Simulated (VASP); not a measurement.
# TaN (P-6m2) in VASP: notebook, part 2 of 2

VASP 6.6.1. Earlier steps stand in the parts before.

## Step 3: Single point, PBE

This run uses another cell than the first one, of 9.75 Å³/atom.

File INCAR:

```
ALGO     = Normal         # electronic algorithm
EDIFF    = 1E-6           # SCF threshold, eV
ENCUT    = 520            # plane-wave cutoff, eV
GGA      = PE             # functional
ISIF     = 2              # what is computed and relaxed
ISMEAR   = 0              # smearing method
LASPH    = T              # aspherical terms in the spheres
LCHARG   = F              # write CHGCAR
LREAL    = F              # projectors in reciprocal space
LWAVE    = F              # write WAVECAR
NBANDS   = 15             # bands
NELM     = 60             # most SCF steps
PREC     = Accurate       # precision mode
SIGMA    = 0.15           # smearing width, eV
```

File KPOINTS:

```
k-points
0
Gamma
  18 18 16
```

File POSCAR:

```
TaN
1.0
    2.9060000000      0.0000000000      0.0000000000
   -1.4530000000      2.5166698234      0.0000000000
    0.0000000000      0.0000000000      2.6660000000
Ta N
1 1
Direct
    0.3333333333      0.6666666667      0.5000000000
    0.0000000000      0.0000000000      0.0000000000
```

Potentials or basis: VASP PAW PBE potentials, release 64 (Ta_pv, N).

Launch:

```bash
> cat potpaw_PBE.64/Ta_pv/POTCAR potpaw_PBE.64/N/POTCAR > POTCAR
> mpirun -np 1 vasp_std > vasp.out
```

OUTCAR:

```text
EDIFF = 1E-6
   ENCUT = 520
   GGA = PE
   ISIF = 2
   ISMEAR = 0
   LASPH = T
   LREAL = F
   NELM = 60
   PREC = Accurate

 ion  position               nearest neighbor table
   1  0.333  0.667  0.500-   2 2.14   2 2.14   2 2.14   2 2.14   2 2.14   2 2.14
   2  0.000  0.000  0.000-   1 2.14   1 2.14   1 2.14   1 2.14   1 2.14   1 2.14

  LATTYP: Found a hexagonal cell.
 ALAT       =     2.9060000000
 C/A-ratio  =     0.9174122505

  Lattice vectors:

 A1 = (   2.9060000000,   0.0000000000,   0.0000000000)
 A2 = (  -1.4530000000,   2.5166698234,   0.0000000000)
 A3 = (   0.0000000000,   0.0000000000,   2.6660000000)

Analysis of symmetry for initial positions (statically):
=====================================================================
 Subroutine PRICEL returns:
 Original cell was already a primitive cell.

 Routine SETGRP: Setting up the symmetry group for a
 hexagonal supercell.

 Subroutine GETGRP returns: Found 12 space group operations
 (whereof 12 operations were pure point group operations)
 out of a pool of 24 trial point group operations.

The static configuration has the point symmetry D_3h.

Analysis of symmetry for dynamics (positions and initial velocities):
=====================================================================
 Subroutine PRICEL returns:
 Original cell was already a primitive cell.

 Routine SETGRP: Setting up the symmetry group for a
 hexagonal supercell.

 Subroutine GETGRP returns: Found 12 space group operations
 (whereof 12 operations were pure point group operations)
 out of a pool of 24 trial point group operations.

The dynamic configuration has the point symmetry D_3h.

 Subroutine INISYM returns: Found 12 space group operations
 (whereof 12 operations are pure point group operations),
 and found     1 'primitive' translations

----------------------------------------------------------------------------------------
[... 121 lines left out ...]
   IVDW    =     0    specifies the selected vdW correction
   LEPSILON=     F    determine dielectric tensor
   LRPA    =     F    only Hartree local field effects (RPA)
 non-spin polarized calculation
 Gauss-broadening in eV      SIGMA  =   0.15
  energy-cutoff  :      520.00
  volume of cell :       19.50
 maximum number of plane-waves:       549
 NGX is ok and might be reduce to    24
   NGX = 11   NGY = 11   NGZ =  9

 number of electron      15.9999998 magnetization

 Free energy of the ion-electron system (eV)
  ---------------------------------------------------
  ext. energy  EPLUGINS =         0.00000000
  ---------------------------------------------------
  free energy    TOTEN  =       -21.92175914 eV

  energy without entropy =      -21.92016079  energy(sigma->0) =      -21.92095997

 E-fermi :   9.4103     XC(G=0): -13.8918

 val. band max:        9.4049348676   @ k =   0.5000  -0.0000   0.4375
 cond. band min:       9.4180136475   @ k =   0.0556   0.0000   0.3750
 fundamental gap:      0.0130787799
 Fermi energy:         9.4103356908

 k-point     1 :       0.0000    0.0000    0.0000
  band No.  band energies     occupation
      1     -24.9976      2.00000
      2     -24.9976      2.00000
      3     -24.9549      2.00000
      4      -9.2666      2.00000
      5       3.7649      2.00000
      6       3.7649      2.00000
      7       4.7203      2.00000
      8       6.7966      2.00000
      9      11.7503      0.00000
     10      13.8503      0.00000
     11      13.8503      0.00000
     12      14.1851      0.00000
     13      14.1851      0.00000
     14      23.0800      0.00000
[... 401 lines left out ...]
      2     -25.3636      2.00000
      3     -24.7930      2.00000
      4      -6.7068      2.00000
      5       0.6308      2.00000
      6       4.4144      2.00000
      7       4.5962      2.00000
      8       6.6060      2.00000
      9      12.3224      0.00000
     10      12.5258      0.00000
     11      14.3372      0.00000
     12      16.4422      0.00000
     13      19.1492      0.00000
     14      22.6460      0.00000
     15      23.1714      0.00000

 [... further k-points ...]

------------------------ aborting loop because EDIFF is reached ----------------------------------------

  FORCE on cell =-STRESS in cart. coord.  units (eV):
  Direction    XX          YY          ZZ          XY          YZ          ZX
  --------------------------------------------------------------------------------------
  -------------------------------------------------------------------------------------
  Total        4.0850803      4.0850803     11.5628818      0.0000000      0.0000000      0.0000000
  in kB      335.6828721    335.6828721    950.1554692      0.0000000      0.0000000      0.0000000
  external PRESSURE =     540.5070712 kB  Pullay stress =       0.0000000 kB

 VOLUME and BASIS-vectors are now :
 -----------------------------------------------------------------------------
  energy-cutoff  :      520.00
  volume of cell :       19.50
      direct lattice vectors                 reciprocal lattice vectors
     2.906000000  0.000000000  0.000000000     0.344115623  0.198675247  0.000000000
    -1.453000000  2.516669823  0.000000000     0.000000000  0.397350495  0.000000000
     0.000000000  0.000000000  2.666000000     0.000000000  0.000000000  0.375093773

 POSITION                                       TOTAL-FORCE (eV/Angst)
 -----------------------------------------------------------------------------------
     -0.00000      1.67778      1.33300        -0.000000     -0.000000      0.000000
      0.00000      0.00000      0.00000         0.000000      0.000000      0.000000
 -----------------------------------------------------------------------------------
    total drift:                                0.000000     -0.000000     -0.000000

  FREE ENERGIE OF THE ION-ELECTRON SYSTEM (eV)
  ---------------------------------------------------
  free  energy   TOTEN  =       -21.9217591448 eV

  energy  without entropy=      -21.9201607919  energy(sigma->0) =      -21.92095997
```

Run time: 26 s. Hardware: 1 thread of Intel Xeon 6975P-C (Granite Rapids), shared host; peak memory 0.21 GiB.

What came out:

| Item | Value |
| --- | --- |
| Free energy | -21.9218 eV |
| Pressure | 54.1 GPa |
| Band gap on the k mesh | zero (bands 8 and 9 overlap by 0.28 eV) |

Stress tensor (GPa, compression positive):
```
33.57  0.00  0.00
 0.00 33.57  0.00
 0.00  0.00 95.02
```

Caveat: the stress differs along the axes, from 34 to 95 GPa; spin-orbit coupling is left out, which moves the levels of the heavy elements.

## Step 4: Single point, PBE

This run uses another cell than the first one, of 9.86 Å³/atom.

File INCAR:

```
ALGO = Normal
EDIFF = 1E-7
ENCUT = 520
GGA = PE
ISIF = 2
ISMEAR = 0
LASPH = True
LCHARG = True
LELF = True
LREAL = False
LVHAR = True
LWAVE = False
NBANDS = 15
NELM = 100
PREC = Accurate
SIGMA = 0.15
```

KPOINTS is that of step 3.

File POSCAR:

```
TaN
1.0
    2.8617000000      0.0000000000      0.0000000000
   -1.4308500000      2.4783048980      0.0000000000
    0.0000000000      0.0000000000      2.7819000000
Ta N
1 1
Direct
    0.3333333333      0.6666666667      0.5000000000
    0.0000000000      0.0000000000      0.0000000000
```

Launch:

```bash
> cat potpaw_PBE.64/Ta_pv/POTCAR potpaw_PBE.64/N/POTCAR > POTCAR
> mpirun -np 1 vasp_std > vasp.out
```

Run time: 29 s. Hardware: 1 thread of Intel Xeon 6975P-C (Granite Rapids), shared host; peak memory 0.22 GiB.

It converged, with:

```yaml
Free_energy: -22.1669 eV
Pressure: 44.4 GPa
Band_gap_on_the_k_mesh: zero (bands 8 and 9 overlap by 0.45 eV)
```

Stress tensor (GPa, compression positive):
```
40.06  0.00  0.00
 0.00 40.06  0.00
 0.00  0.00 53.17
```

Levels at points of the mesh, in eV from the Fermi level:
| k point | band 6 | band 7 | band 8 | band 9 | band 10 | band 11 |
| --- | --- | --- | --- | --- | --- | --- |
| (0.00, 0.00, 0.00) | -5.03 | -4.60 | -2.94 | 2.82 | 4.09 | 4.09 |
| (0.50, 0.00, 0.00) | -5.54 | -3.83 | -3.37 | 3.45 | 4.49 | 5.83 |
| (0.00, 0.00, 0.50) | -4.14 | -4.14 | -0.08 | -0.08 | 2.84 | 3.55 |
| (0.50, 0.00, 0.50) | -6.49 | -6.26 | -0.10 | 4.83 | 6.03 | 6.98 |

Caveat: the stress differs along the axes, from 40 to 53 GPa; spin-orbit coupling is left out, which moves the levels of the heavy elements.

## Step 5: Single point, PBE

This run uses another cell than the first one, of 10.05 Å³/atom.

File INCAR:

```
SYSTEM = TaN
PREC = Accurate
ENCUT = 520
EDIFF = 1E-7
ISMEAR = 0
SIGMA = 0.15
LREAL = .False.
LASPH = .True.
NELM = 100
ALGO = Normal
ISIF = 2
LWAVE = .False.
LCHARG = .False.
GGA = PE
NBANDS = 15
```

File KPOINTS:

```
Automatic mesh
0
Gamma
  18 18 16
  0 0 0
```

File POSCAR:

```
TaN
1.0
    2.9502209615      0.0000000000      0.0000000000
   -1.4751104807      2.5549662994      0.0000000000
    0.0000000000      0.0000000000      2.6660000000
Ta N
1 1
Direct
    0.3333333333      0.6666666667      0.5000000000
    0.0000000000      0.0000000000      0.0000000000
```

Launch:

```bash
> cat potpaw_PBE.64/Ta_pv/POTCAR potpaw_PBE.64/N/POTCAR > POTCAR
> mpirun -np 1 vasp_std > vasp.out
```

It took 25 s on 1 thread of Intel Xeon 6975P-C (Granite Rapids), shared host; peak memory 0.21 GiB.

It converged, with:

| Item | Value |
| --- | --- |
| Free energy | -22.0150 eV |
| Pressure | 39.4 GPa |
| Band gap on the k mesh | zero (bands 8 and 9 overlap by 0.25 eV) |

Stress tensor (GPa, compression positive):
```
16.55  0.00  0.00
 0.00 16.55  0.00
 0.00  0.00 85.18
```

Levels at points of the mesh, in eV from the Fermi level:
| k point | band 6 | band 7 | band 8 | band 9 | band 10 | band 11 |
| --- | --- | --- | --- | --- | --- | --- |
| (0.00, 0.00, 0.00) | -5.60 | -4.53 | -2.47 | 2.03 | 4.36 | 4.36 |
| (0.50, 0.00, 0.00) | -4.73 | -3.87 | -3.77 | 3.48 | 3.74 | 5.12 |
| (0.00, 0.00, 0.50) | -4.73 | -4.73 | -0.06 | -0.06 | 2.84 | 2.84 |
| (0.50, 0.00, 0.50) | -6.70 | -6.38 | 0.02 | 4.46 | 5.34 | 7.06 |

Caveat: the stress differs along the axes, from 17 to 85 GPa; spin-orbit coupling is left out, which moves the levels of the heavy elements.

## Step 6: The runs side by side

| cell | gap on the mesh (eV) | pressure (GPa) |
| --- | --- | --- |
| a = 2.862, b = 2.862, c = 2.666 Å, angles 90.0, 90.0, 120.0°, 2 atoms | none | 70.9 |
| a = 2.906, b = 2.906, c = 2.666 Å, angles 90.0, 90.0, 120.0°, 2 atoms | none | 54.1 |
| a = 2.862, b = 2.862, c = 2.782 Å, angles 90.0, 90.0, 120.0°, 2 atoms | none | 44.4 |
| a = 2.950, b = 2.950, c = 2.666 Å, angles 90.0, 90.0, 120.0°, 2 atoms | none | 39.4 |

Alike in all rows: task single point; level PBE; potentials or basis VASP PAW PBE potentials, release 64 (Ta_pv, N); no spin polarisation; k mesh 18 × 18 × 16; cutoff (eV) 520; smearing gaussian 0.15 eV.

Caveats: spin-orbit coupling is left out, which moves the levels of the heavy elements; the stress differs along the axes, from 53 to 106 GPa (at least some runs); the stress differs along the axes, from 34 to 95 GPa (at least some runs); the stress differs along the axes, from 40 to 53 GPa (at least some runs); the stress differs along the axes, from 17 to 85 GPa (at least some runs).

Total energies depend on the potentials used, so only differences within one code and one set of settings carry meaning.

The gap in the log of VASP goes by the Fermi energy; the results here count the filled bands.